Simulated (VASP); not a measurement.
# Co2Ru (P-6m2) in VASP: single point with PBE

Aim: the single point of Co2Ru with PBE.

Program: VASP 6.6.1. These are calculated values, not measurements. Logs are shortened: lines on timing, memory, paths and dates and some standing lists are left out, and cuts for length are marked.

## 1. The cell of the first run

The structure is hexagonal, space group P-6m2 (No. 187). The conventional cell has a = 2.612 Å, b = 2.612 Å, c = 12.163 Å, α = 90.00°, β = 90.00°, γ = 120.00°. Within 3.4 Å of Co (site symmetry -6m2) lie 6 Ru at 2.55 Å and 6 Co at 2.61 Å. Within 3.3 Å of Co (site symmetry 3m) lie 9 Co at 2.47 to 2.61 Å and 3 Ru at 2.56 Å. Within 3.3 Å of Co (site symmetry -6m2) lie 12 Co at 2.47 to 2.61 Å. Ru (site symmetry 3m) has 6 Co at 2.55 to 2.56 Å and 6 Ru at 2.61 Å within 3.4 Å.

## 2. Single point, PBE, collinear spin, ferrimagnetic start

Input file INCAR:

```
PREC = Accurate
ENCUT = 520
EDIFF = 1E-6
ISMEAR = 0
SIGMA = 0.1
LREAL = F
LASPH = T
NELM = 150
ALGO = Fast
ISIF = 2
LWAVE = F
LCHARG = T
ISPIN = 2
MAGMOM = -1.35 1.7 1.7 1.91 0 0
LORBIT = 11
LMAXMIX = 4
GGA = PE
LVHAR = T
NBANDS = 45
KPAR = 4
```

Input file KPOINTS:

```
Automatic mesh
0
Gamma
  18 18 4
```

Input file POSCAR:

```
Co2Ru
1.0
    2.6122156223      0.0000000000      0.0000000000
   -1.3061078112      2.2622450891      0.0000000000
    0.0000000000      0.0000000000     12.1626274268
Co Ru
4 2
Direct
    0.3333333333      0.6666666667      0.0000000000
    0.3333333333      0.6666666667      0.3389595660
    0.3333333333      0.6666666667      0.6610404340
    0.6666666667      0.3333333333      0.5000000000
    0.6666666667      0.3333333333      0.1686866136
    0.6666666667      0.3333333333      0.8313133864
```

Potentials or basis: VASP PAW PBE potentials, release 64 (Co, Ru_pv).

The run is started by

```bash
> cat potpaw_PBE.64/Co/POTCAR potpaw_PBE.64/Ru_pv/POTCAR > POTCAR
> mpirun -np 4 vasp_std > vasp.out
```

OUTCAR:

```text
PREC = Accurate
   ENCUT = 520
   EDIFF = 1E-6
   ISMEAR = 0
   LREAL = F
   LASPH = T
   NELM = 150
   ISIF = 2
   ISPIN = 2
   LORBIT = 11
   GGA = PE

 ion  position               nearest neighbor table
   1  0.333  0.667  0.000-   5 2.55   6 2.55   5 2.55   6 2.55   5 2.55   6 2.55
   2  0.333  0.667  0.339-   4 2.47   4 2.47   4 2.47   5 2.56   5 2.56   5 2.56
   3  0.333  0.667  0.661-   4 2.47   4 2.47   4 2.47   6 2.56   6 2.56   6 2.56
   4  0.667  0.333  0.500-   2 2.47   3 2.47   2 2.47   3 2.47   2 2.47   3 2.47
   5  0.667  0.333  0.169-   1 2.55   1 2.55   1 2.55   2 2.56   2 2.56   2 2.56
   6  0.667  0.333  0.831-   1 2.55   1 2.55   1 2.55   3 2.56   3 2.56   3 2.56

  LATTYP: Found a hexagonal cell.
 ALAT       =     2.6122156223
 C/A-ratio  =     4.6560579927

  Lattice vectors:

 A1 = (   2.6122156223,   0.0000000000,   0.0000000000)
 A2 = (  -1.3061078112,   2.2622450891,   0.0000000000)
 A3 = (   0.0000000000,   0.0000000000,  12.1626274268)

Analysis of symmetry for initial positions (statically):
=====================================================================
 Subroutine PRICEL returns:
 Original cell was already a primitive cell.

 Routine SETGRP: Setting up the symmetry group for a
 hexagonal supercell.

 Subroutine GETGRP returns: Found 12 space group operations
 (whereof 12 operations were pure point group operations)
 out of a pool of 24 trial point group operations.

The static configuration has the point symmetry D_3h.

Analysis of symmetry for dynamics (positions and initial velocities):
=====================================================================
 Subroutine PRICEL returns:
 Original cell was already a primitive cell.

 Routine SETGRP: Setting up the symmetry group for a
 hexagonal supercell.

 Subroutine GETGRP returns: Found 12 space group operations
 (whereof 12 operations were pure point group operations)
 out of a pool of 24 trial point group operations.

The dynamic configuration has the point symmetry D_3h.

Analysis of structural, dynamic, and magnetic symmetry:
=====================================================================
 Subroutine PRICEL returns:
 Original cell was already a primitive cell.

 Routine SETGRP: Setting up the symmetry group for a
 hexagonal supercell.

 Subroutine GETGRP returns: Found 12 space group operations
 (whereof 12 operations were pure point group operations)
 out of a pool of 24 trial point group operations.

The overall configuration has the point symmetry D_3h.

 Subroutine INISYM returns: Found 12 space group operations
[... 143 lines left out ...]
   NGX =  9   NGY =  9   NGZ = 45

 number of electron      63.9999994 magnetization       3.4335157

 Free energy of the ion-electron system (eV)
  ---------------------------------------------------
  ext. energy  EPLUGINS =         0.00000000
  ---------------------------------------------------
  free energy    TOTEN  =       -45.94500239 eV

  energy without entropy =      -45.92169729  energy(sigma->0) =      -45.93334984

 E-fermi :  10.9956     XC(G=0): -13.5539

 val. band max:       10.9933933935   @ k =   0.0556   0.0000   0.0000
 cond. band min:      11.0001356577   @ k =   0.2778  -0.0000   0.0000
 fundamental gap:      0.0067422642
 Fermi energy:        10.9955645569

 spin component 1

 k-point     1 :       0.0000    0.0000    0.0000
  band No.  band energies     occupation
      1     -32.0483      1.00000
      2     -32.0416      1.00000
      3     -31.4733      1.00000
      4     -31.4733      1.00000
      5     -31.4733      1.00000
      6     -31.4733      1.00000
[... 1117 lines left out ...]
     43      18.8177      0.00000
     44      19.2367      0.00000

 [... further k-points ...]

 spin component 2

 k-point     1 :       0.0000    0.0000    0.0000
  band No.  band energies     occupation
      1     -32.0436      1.00000
      2     -32.0370      1.00000
      3     -31.4630      1.00000
      4     -31.4630      1.00000
      5     -31.4629      1.00000
      6     -31.4629      1.00000
[... 1117 lines left out ...]
     43      19.3752      0.00000
     44      19.4501      0.00000

 [... further k-points ...]

 [bands above 44 left out]

------------------------ aborting loop because EDIFF is reached ----------------------------------------

  FORCE on cell =-STRESS in cart. coord.  units (eV):
  Direction    XX          YY          ZZ          XY          YZ          ZX
  --------------------------------------------------------------------------------------
  -------------------------------------------------------------------------------------
  Total       -0.1458936     -0.1458936     -0.2953306      0.0000000     -0.0000000      0.0000000
  in kB       -3.2521511     -3.2521511     -6.5832889      0.0000000     -0.0000000      0.0000000
  external PRESSURE =      -4.3625304 kB  Pullay stress =       0.0000000 kB

 VOLUME and BASIS-vectors are now :
 -----------------------------------------------------------------------------
  energy-cutoff  :      520.00
  volume of cell :       71.87
      direct lattice vectors                 reciprocal lattice vectors
     2.612215622  0.000000000  0.000000000     0.382816790  0.221019377  0.000000000
    -1.306107811  2.262245089  0.000000000     0.000000000  0.442038754  0.000000000
     0.000000000  0.000000000 12.162627427     0.000000000  0.000000000  0.082219077

 POSITION                                       TOTAL-FORCE (eV/Angst)
 -----------------------------------------------------------------------------------
     -0.00000      1.50816      0.00000        -0.000000     -0.000000      0.000000
     -0.00000      1.50816      4.12264         0.000000      0.000000      0.005826
     -0.00000      1.50816      8.03999        -0.000000      0.000000     -0.005826
      1.30611      0.75408      6.08131         0.000000     -0.000000      0.000000
      1.30611      0.75408      2.05167         0.000000     -0.000000      0.005599
      1.30611      0.75408     10.11095         0.000000     -0.000000     -0.005599
 -----------------------------------------------------------------------------------
    total drift:                               -0.000000      0.000000      0.000000

  FREE ENERGIE OF THE ION-ELECTRON SYSTEM (eV)
  ---------------------------------------------------
  free  energy   TOTEN  =       -45.9450023894 eV

  energy  without entropy=      -45.9216972948  energy(sigma->0) =      -45.93334984

 total charge

# of ion       s       p       d       tot
------------------------------------------
    1        0.473   0.517   7.273   8.264
    2        0.467   0.488   7.247   8.201
    3        0.467   0.488   7.247   8.201
    4        0.466   0.471   7.226   8.163
    5        0.427   6.317   5.997  12.741
    6        0.427   6.317   5.997  12.741
--------------------------------------------------
tot          2.725  14.598  40.988  58.311

 magnetization (x)

# of ion       s       p       d       tot
------------------------------------------
    1       -0.003   0.011  -1.200  -1.191
    2       -0.006  -0.032   1.536   1.498
    3       -0.006  -0.032   1.536   1.498
    4       -0.010  -0.048   1.740   1.682
    5       -0.001  -0.002   0.010   0.007
    6       -0.001  -0.002   0.010   0.007
--------------------------------------------------
tot         -0.028  -0.105   3.633   3.501
```

It took 7.7 min on 4 MPI ranks of Oxide Virtual Turin-like, shared host; peak memory 0.56 GiB.

What came out:

```
Free energy                                           : -45.9450 eV
Pressure                                              : -0.4 GPa
Largest force                                         : 0.006 eV/Å
Net moment                                            : 3.43 μB per cell
Site moments                                          : Co -1.19, +1.50, +1.68 (each value once); Ru +0.01 μB
Valence electrons inside the program's atomic spheres : Co 8.26, 8.20, 8.16 (each value once); Ru 12.74
```

Forces on the atoms (eV/Å):
```
Co   0.000  0.000  0.000
Co   0.000  0.000  0.006
Co   0.000  0.000 -0.006
Co   0.000  0.000  0.000
Ru   0.000  0.000  0.006
Ru   0.000  0.000 -0.006
```
